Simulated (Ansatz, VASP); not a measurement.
Two plane-wave programs on Ir

```
Ir
1.0
    -1.54411    1.54411    1.54411
     1.54411   -1.54411    1.54411
     1.54411    1.54411   -1.54411
Ir
1
Cartesian
  0.0000 0.0000 0.0000
```

Alike in both runs: functional r2SCAN; k mesh 14 × 14 × 14; occupations fermi-dirac, width 0.1 eV; no spin polarisation.

Ansatz relaxed the structure, and its values are those at the end. VASP's run is a single point on that final structure, the one shown.

```csv
,VASP,Ansatz
version,VASP 6.6.1,Ansatz 0.2.0
potentials or method,"VASP PAW PBE potentials, release 64 (Ir_sv_GW), cutoff 620 eV","plane waves (500 eV) with PAW, scalar-relativistic"
valence electrons in the cell,17,17
```

```csv
,VASP,Ansatz,Ansatz less VASP
pressure (GPa),-0.8,0.0,+0.84
```

VASP's potentials were made for PBE, not for r2SCAN.

Spin-orbit coupling is off throughout.
